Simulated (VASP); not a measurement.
# BN (P6_3/mmc) in VASP: a series of runs

The runs below take BN through single point, with LDA.

All numbers are computed with VASP 6.6.1; they aren't measurements. Logs are shortened: lines on timing, memory, paths and dates and some standing lists are left out, and cuts for length are marked.

**1. The cell of the first run**

The structure is hexagonal, space group P6_3/mmc (No. 194). The conventional cell has a = 2.502 Å, b = 2.502 Å, c = 7.193 Å, α = 90.00°, β = 90.00°, γ = 120.00°. B (site symmetry -6m2) has 3 N at 1.44 Å within 1.9 Å. N (site symmetry -6m2) has 3 B at 1.44 Å within 1.9 Å.

**2. Single point, LDA (9.75 Å³/atom)**

Input file INCAR:

```
PREC = Accurate ; ENCUT = 520
EDIFF = 1E-6 ; ISMEAR = 0
SIGMA = 0.05 ; LREAL = False
LASPH = True ; NELM = 100
ALGO = Normal ; ISIF = 2
LWAVE = False ; LCHARG = False
NBANDS = 16
```

Input file KPOINTS:

```
Automatic mesh
0
Gamma
  12 12 4
```

Input file POSCAR:

```
BN
1.0
    2.5023528229      0.0000000000      0.0000000000
   -1.2511764115      2.1671011139      0.0000000000
    0.0000000000      0.0000000000      7.1932634248
B N
2 2
Direct
    0.3333333333      0.6666666667      0.2500000000
    0.6666666667      0.3333333333      0.7500000000
    0.3333333333      0.6666666667      0.7500000000
    0.6666666667      0.3333333333      0.2500000000
```

Potentials or basis: VASP PAW LDA potentials, release 64 (B, N).

Started as:

```console
$ cat potpaw_LDA.64/B/POTCAR potpaw_LDA.64/N/POTCAR > POTCAR
$ mpirun -np 1 vasp_std > vasp.out
```

OUTCAR:

```text
PREC = Accurate
   ENCUT = 520
   EDIFF = 1E-6
   ISMEAR = 0
   LREAL = False
   LASPH = True
   NELM = 100
   ISIF = 2

 ion  position               nearest neighbor table
   1  0.333  0.667  0.250-   4 1.44   4 1.44   4 1.44
   2  0.667  0.333  0.750-   3 1.44   3 1.44   3 1.44
   3  0.333  0.667  0.750-   2 1.44   2 1.44   2 1.44
   4  0.667  0.333  0.250-   1 1.44   1 1.44   1 1.44

  LATTYP: Found a hexagonal cell.
 ALAT       =     2.5023528229
 C/A-ratio  =     2.8746000000

  Lattice vectors:

 A1 = (   2.5023528229,   0.0000000000,   0.0000000000)
 A2 = (  -1.2511764115,   2.1671011139,   0.0000000000)
 A3 = (   0.0000000000,   0.0000000000,   7.1932634248)

Analysis of symmetry for initial positions (statically):
=====================================================================
 Subroutine PRICEL returns:
 Original cell was already a primitive cell.

 Routine SETGRP: Setting up the symmetry group for a
 hexagonal supercell.

 Subroutine GETGRP returns: Found 24 space group operations
 (whereof 12 operations were pure point group operations)
 out of a pool of 24 trial point group operations.

The static configuration has the point symmetry D_3d.
 The point group associated with its full space group is D_6h.

Analysis of symmetry for dynamics (positions and initial velocities):
=====================================================================
 Subroutine PRICEL returns:
 Original cell was already a primitive cell.

 Routine SETGRP: Setting up the symmetry group for a
 hexagonal supercell.

 Subroutine GETGRP returns: Found 24 space group operations
 (whereof 12 operations were pure point group operations)
 out of a pool of 24 trial point group operations.

The dynamic configuration has the point symmetry D_3d.
 The point group associated with its full space group is D_6h.

 Subroutine INISYM returns: Found 24 space group operations
 (whereof 12 operations are pure point group operations),
 and found     1 'primitive' translations

----------------------------------------------------------------------------------------

                                     Primitive cell

  volume of cell :      39.0080

  direct lattice vectors                    reciprocal lattice vectors
     2.502352823  0.000000000  0.000000000     0.399623902  0.230722968  0.000000000
    -1.251176411  2.167101114  0.000000000     0.000000000  0.461445935  0.000000000
     0.000000000  0.000000000  7.193263425     0.000000000  0.000000000  0.139018960

  length of vectors
     2.502352823  2.502352823  7.193263425     0.461445935  0.461445935  0.139018960

  position of ions in fractional coordinates (direct lattice)
     0.333333333  0.666666667  0.250000000
     0.666666667  0.333333333  0.750000000
     0.333333333  0.666666667  0.750000000
     0.666666667  0.333333333  0.250000000

  ion indices of the primitive-cell ions
   primitive index   ion index
                 1           1
                 2           2
                 3           3
                 4           4

----------------------------------------------------------------------------------------

 KPOINTS: Automatic mesh

Automatic generation of k-mesh.
 Grid dimensions read from file:
 generate k-points for:   12   12    4

 Generating k-lattice:

  Cartesian coordinates                     Fractional coordinates (reciprocal lattice)
     0.033301992  0.019226914  0.000000000     0.083333333  0.000000000  0.000000000
     0.000000000  0.038453828  0.000000000     0.000000000  0.083333333  0.000000000
     0.000000000  0.000000000  0.034754740     0.000000000  0.000000000  0.250000000

  Length of vectors
     0.038453828  0.038453828  0.034754740

  Shift w.r.t. Gamma in fractional coordinates (k-lattice)
     0.000000000  0.000000000  0.000000000

 Subroutine IBZKPT returns following result:
 ===========================================

 Found     57 irreducible k-points:

 Following reciprocal coordinates:
            Coordinates               Weight
  0.000000  0.000000  0.000000      1.000000
  0.083333  0.000000  0.000000      6.000000
  0.166667 -0.000000  0.000000      6.000000
  0.250000 -0.000000  0.000000      6.000000
  0.333333 -0.000000  0.000000      6.000000
  0.416667 -0.000000  0.000000      6.000000
[... 16 lines left out ...]
  0.250000 -0.000000  0.250000     12.000000
  0.333333 -0.000000  0.250000     12.000000
 [... further k-points ...]
   k-points           NKPTS =     57   k-points in BZ     NKDIM =     57   number of bands    NBANDS=     16
   number of dos      NEDOS =    301   number of ions     NIONS =      4
   total plane-waves  NPLWV =  21600
   dimension x,y,z NGX =    20 NGY =   20 NGZ =   54
   dimension x,y,z NGXF=    40 NGYF=   40 NGZF=  108
   ions per type =               2   2
   NGX,Y,Z   is equivalent  to a cutoff of  13.29, 13.29, 12.48 a.u.
   NGXF,Y,Z  is equivalent  to a cutoff of  26.57, 26.57, 24.96 a.u.
 SYSTEM =  unknown system
   PREC   = accura    normal or accurate (medium, high low for compatibility)
   ISTART =      0    job   : 0-new  1-cont  2-samecut
   ICHARG =      2    charge: 1-file 2-atom 10-const
   ISPIN  =      1    spin polarized calculation?
   LNONCOLLINEAR =      F non collinear calculations
   LSORBIT =      F    spin-orbit coupling
   LASPH  =      T    aspherical Exc in radial PAW
   ENCUT  =  520.0 eV  38.22 Ry    6.18 a.u.   4.65  4.65 13.37*2*pi/ulx,y,z
   NELM   =    100;   NELMIN=  2; NELMDL= -5     # of ELM steps
   EDIFF  = 0.1E-05   stopping-criterion for ELM
   LREAL  =      F    real-space projection
   EDIFFG = 0.1E-04   stopping-criterion for IOM
   NSW    =      0    number of steps for IOM
   IBRION =     -1    ionic relax: 0-MD 1-quasi-New 2-CG
   NFREE  =      0    steps in history (QN), initial steepest desc. (CG)
   ISIF   =      2    stress and relaxation
   ISYM   =      2    0-nonsym 1-usesym 2-fastsym
   POTIM  = 0.5000    time-step for ionic-motion
   TEBEG  =    0.0;   TEEND  =   0.0 temperature during run
   PSTRESS=    0.0 pullay stress
   NELECT =      16.0000    total number of electrons
   NUPDOWN=      -1.0000    fix difference up-down
   EMIN   =  10.00;   EMAX   =-10.00  energy-range for DOS
   EFERMI =   0.00;   METHOD = LEGACY
   ISMEAR =     0;   SIGMA  =   0.05  broadening in eV -4-tet -1-fermi 0-gaus
   EFERMI_NEDOS =   21; number of points for ismear=-14 and -15
   IALGO  =     38    algorithm
   IMIX   =      4    mixing-type and parameters
     AMIX     =   0.40;   BMIX     =  1.00
     AMIX_MAG =   1.60;   BMIX_MAG =  1.00
  volume/ion in A,a.u.               =       9.75        65.81
  Fermi-wavevector in a.u.,A,eV,Ry     =   1.216364  2.298595 20.130386  1.479542
  Thomas-Fermi vector in A             =   2.351720
   LORBIT       =      0    0 simple, 1 ext, 2 COOP (PROOUT), +10 PAW based schemes
   GGA     = CA    functional components
   LHFCALC =     F    Hartree Fock is set to
   AEXX    =    0.0000 exact exchange contribution
   IVDW    =     0    specifies the selected vdW correction
   LEPSILON=     F    determine dielectric tensor
   LRPA    =     F    only Hartree local field effects (RPA)
 non-spin polarized calculation
 Gauss-broadening in eV      SIGMA  =   0.05
  energy-cutoff  :      520.00
  volume of cell :       39.01
 maximum number of plane-waves:      1070
 NGX is ok and might be reduce to    20
   NGX =  9   NGY =  9   NGZ = 27

 number of electron      16.0000003 magnetization

 Free energy of the ion-electron system (eV)
  ---------------------------------------------------
  ext. energy  EPLUGINS =         0.00000000
  ---------------------------------------------------
  free energy    TOTEN  =       -38.55331620 eV

  energy without entropy =      -38.55331620  energy(sigma->0) =      -38.55331620

 E-fermi :   1.8477     XC(G=0): -10.0223

 val. band max:        1.5276077858   @ k =   0.3333   0.3333   0.5000
 cond. band min:       5.7306130843   @ k =   0.5000  -0.0000   0.0000
 fundamental gap:      4.2030052985
 Fermi energy:         1.8477139453

 k-point     1 :       0.0000    0.0000    0.0000
  band No.  band energies     occupation
      1     -16.0110      2.00000
      2     -15.8431      2.00000
      3      -4.5012      2.00000
      4      -3.0108      2.00000
      5       0.1813      2.00000
      6       0.1813      2.00000
[... 8 lines left out ...]
     15      13.3096      0.00000
     16      14.2795      0.00000

 k-point     2 :       0.0833    0.0000    0.0000
  band No.  band energies     occupation
      1     -15.8758      2.00000
      2     -15.7108      2.00000
      3      -4.3143      2.00000
      4      -2.8385      2.00000
      5      -0.3656      2.00000
      6      -0.3557      2.00000
[... 8 lines left out ...]
     15      13.7947      0.00000
     16      13.8167      0.00000

 k-point     3 :       0.1667   -0.0000    0.0000
  band No.  band energies     occupation
      1     -15.4772      2.00000
      2     -15.3207      2.00000
      3      -3.7604      2.00000
      4      -2.3310      2.00000
      5      -1.7585      2.00000
      6      -1.7463      2.00000
[... 8 lines left out ...]
     15      15.1884      0.00000
     16      15.2512      0.00000

 k-point     4 :       0.2500   -0.0000    0.0000
  band No.  band energies     occupation
      1     -14.8409      2.00000
      2     -14.6995      2.00000
      3      -3.5358      2.00000
      4      -3.5119      2.00000
      5      -2.8650      2.00000
      6      -1.5226      2.00000
[... 8 lines left out ...]
     15      16.0897      0.00000
     16      17.4473      0.00000
[... 324 lines left out ...]
 k-point    22 :       0.1667   -0.0000    0.2500
  band No.  band energies     occupation
      1     -15.4550      2.00000
      2     -15.3444      2.00000
      3      -3.5830      2.00000
      4      -2.5855      2.00000
      5      -1.7529      2.00000
      6      -1.7406      2.00000
[... 8 lines left out ...]
     15      15.1975      0.00000
     16      15.2418      0.00000

 k-point    23 :       0.2500   -0.0000    0.2500
  band No.  band energies     occupation
      1     -14.8208      2.00000
      2     -14.7208      2.00000
      3      -3.5382      2.00000
      4      -3.5190      2.00000
      5      -2.6874      2.00000
      6      -1.7476      2.00000
[... 8 lines left out ...]
     15      17.2309      0.00000
     16      17.4565      0.00000

 k-point    24 :       0.3333   -0.0000    0.2500
  band No.  band energies     occupation
      1     -14.0157      2.00000
      2     -13.9325      2.00000
      3      -5.3123      2.00000
      4      -5.2858      2.00000
      5      -2.0732      2.00000
      6      -2.0530      2.00000
[... 8 lines left out ...]
     15      17.6599      0.00000
     16      19.5903      0.00000

 [... further k-points ...]
[... 5 lines left out ...]
  --------------------------------------------------------------------------------------
  -------------------------------------------------------------------------------------
  Total       -1.1904224     -1.1904224     -0.3843675      0.0000000     -0.0000000     -0.0000000
  in kB      -48.8942724    -48.8942724    -15.7871441      0.0000000     -0.0000000     -0.0000000
  external PRESSURE =     -37.8585630 kB  Pullay stress =       0.0000000 kB

 VOLUME and BASIS-vectors are now :
 -----------------------------------------------------------------------------
  energy-cutoff  :      520.00
  volume of cell :       39.01
      direct lattice vectors                 reciprocal lattice vectors
     2.502352823  0.000000000  0.000000000     0.399623902  0.230722968  0.000000000
    -1.251176411  2.167101114  0.000000000     0.000000000  0.461445935  0.000000000
     0.000000000  0.000000000  7.193263425     0.000000000  0.000000000  0.139018960

 POSITION                                       TOTAL-FORCE (eV/Angst)
 -----------------------------------------------------------------------------------
     -0.00000      1.44473      1.79832         0.000000      0.000000      0.000000
      1.25118      0.72237      5.39495        -0.000000     -0.000000      0.000000
     -0.00000      1.44473      5.39495         0.000000      0.000000      0.000000
      1.25118      0.72237      1.79832        -0.000000     -0.000000      0.000000
 -----------------------------------------------------------------------------------
    total drift:                                0.000000     -0.000000      0.000000

  FREE ENERGIE OF THE ION-ELECTRON SYSTEM (eV)
  ---------------------------------------------------
  free  energy   TOTEN  =       -38.5533162007 eV

  energy  without entropy=      -38.5533162007  energy(sigma->0) =      -38.55331620
```

Wall time 22 s (1 thread of Intel Xeon Platinum 8488C (Sapphire Rapids), shared host); peak memory 0.14 GiB.

Results:

```yaml
Free_energy: -38.5533 eV
Pressure: -3.8 GPa
Band_gap_on_the_k_mesh: 4.20 eV (least direct gap 4.52 eV)
```

Levels at points of the mesh, in eV from the valence-band top:
```tsv
k point	band 5	band 6	band 7	band 8	band 9	band 10	band 11	band 12
(0.00, 0.00, 0.00)	-1.35	-1.35	-1.33	-1.33	4.48	9.03	11.46	11.46
(0.50, 0.00, 0.00)	-4.16	-4.13	-1.27	-0.60	4.20	5.22	9.43	10.00
(0.00, 0.00, 0.50)	-1.34	-1.34	-1.34	-1.34	6.46	6.46	11.50	11.50
(0.50, 0.00, 0.50)	-4.14	-4.14	-0.93	-0.93	4.59	4.59	9.86	9.86
```

Caveat: the cell stands under tension. LDA gaps usually lie below the measured ones, often by a third to a half.

**3. Single point, LDA (9.33 Å³/atom)**

This run uses another cell than the first one, of 9.33 Å³/atom.

Input file INCAR:

```
  PREC = Accurate
  ENCUT = 520
  EDIFF = 1E-7
  ISMEAR = 0
  SIGMA = 0.05
  LREAL = F
  LASPH = T
  NELM = 60
  ALGO = Normal
  ISIF = 2
  LWAVE = F
  LCHARG = F
  GGA = CA
  NBANDS = 16
```

KPOINTS is that of step 2.

Input file POSCAR:

```
BN
1.0
    2.5060276181      0.0000000000      0.0000000000
   -1.2530138090      2.1702835798      0.0000000000
    0.0000000000      0.0000000000      6.8647614542
B N
2 2
Direct
    0.3333333333      0.6666666667      0.2500000000
    0.6666666667      0.3333333333      0.7500000000
    0.3333333333      0.6666666667      0.7500000000
    0.6666666667      0.3333333333      0.2500000000
```

Potentials or basis: VASP PAW LDA potentials, release 64 (B, N).

Started as:

```console
$ cat potpaw_LDA.64/B/POTCAR potpaw_LDA.64/N/POTCAR > POTCAR
$ mpirun -np 1 vasp_std > vasp.out
```

It took 16 s on 1 thread of Intel Xeon 6975P-C (Granite Rapids), shared host; peak memory 0.15 GiB.

The run converged. Its results:

| Property | Result |
| --- | --- |
| Free energy | -38.5637 eV |
| Pressure | -4.8 GPa |
| Band gap on the k mesh | 4.12 eV (least direct gap 4.50 eV) |

Stress tensor (GPa, compression positive):
```
-6.55  0.00  0.00
 0.00 -6.55  0.00
 0.00  0.00 -1.25
```

Levels at points of the mesh, in eV from the valence-band top:
```csv
k point,band 6,band 7,band 8,band 9,band 10,band 11
"(0.00, 0.00, 0.00)",-1.35,-1.32,-1.32,4.72,9.61,11.42
"(0.50, 0.00, 0.00)",-4.10,-1.38,-0.50,4.12,5.38,9.41
"(0.00, 0.00, 0.50)",-1.33,-1.33,-1.33,6.96,6.96,11.47
"(0.50, 0.00, 0.50)",-4.13,-0.93,-0.93,4.57,4.57,9.85
```

Caveat: the cell stands under tension.

**4. Single point, LDA (9.33 Å³/atom)**

This run uses another cell than the first one, of 9.33 Å³/atom.

Input file INCAR:

```
PREC = Accurate ; ENCUT = 520
EDIFF = 1E-6 ; ISMEAR = 0
SIGMA = 0.05 ; LREAL = F
LASPH = T ; NELM = 100
ALGO = Normal ; ISIF = 2
LWAVE = F ; LCHARG = F
NBANDS = 16
```

KPOINTS is that of step 3.

Input file POSCAR:

```
BN
1.0
    2.5879179847      0.0000000000      0.0000000000
   -1.2939589924      2.2412027177      0.0000000000
    0.0000000000      0.0000000000      6.4371871953
B N
2 2
Direct
    0.3333333333      0.6666666667      0.2500000000
    0.6666666667      0.3333333333      0.7500000000
    0.3333333333      0.6666666667      0.7500000000
    0.6666666667      0.3333333333      0.2500000000
```

Started as:

```console
$ cat potpaw_LDA.64/B/POTCAR potpaw_LDA.64/N/POTCAR > POTCAR
$ mpirun -np 1 vasp_std > vasp.out
```

Run time: 15 s. Hardware: 1 thread of Intel Xeon 6975P-C (Granite Rapids), shared host; peak memory 0.14 GiB.

Results (log left out):

```yaml
Free_energy: -38.2421 eV
Pressure: -24.8 GPa
Band_gap_on_the_k_mesh: 3.83 eV (least direct gap 4.15 eV)
```

Stress tensor (GPa, compression positive):
```
-37.04   0.00   0.00
  0.00 -37.04   0.00
  0.00   0.00  -0.19
```

Levels at points of the mesh, in eV from the valence-band top:
| k point | band 6 | band 7 | band 8 | band 9 | band 10 | band 11 |
| --- | --- | --- | --- | --- | --- | --- |
| (0.00, 0.00, 0.00) | -1.50 | -1.44 | -1.44 | 5.07 | 9.91 | 10.55 |
| (0.50, 0.00, 0.00) | -3.97 | -1.58 | -0.31 | 3.83 | 5.41 | 8.57 |
| (0.00, 0.00, 0.50) | -1.47 | -1.47 | -1.47 | 7.49 | 7.49 | 10.63 |
| (0.50, 0.00, 0.50) | -4.02 | -0.90 | -0.90 | 4.31 | 4.31 | 8.87 |

Caveat: the cell stands under tension.

**5. Summary**

```csv
cell,gap on the mesh (eV),pressure (GPa)
"a = 2.502, b = 2.502, c = 7.193 Å, angles 90.0, 90.0, 120.0°, 4 atoms",4.20,-3.8
"a = 2.506, b = 2.506, c = 6.865 Å, angles 90.0, 90.0, 120.0°, 4 atoms",4.12,-4.8
"a = 2.588, b = 2.588, c = 6.437 Å, angles 90.0, 90.0, 120.0°, 4 atoms",3.83,-24.8
```

Alike in all rows: task single point; level LDA; potentials or basis VASP PAW LDA potentials, release 64 (B, N); no spin polarisation; k mesh 12 × 12 × 4; cutoff (eV) 520; smearing gaussian 0.05 eV.

Caveats: the cell stands under tension.

Total energies depend on the potentials used, so only differences within one code and one set of settings carry meaning.
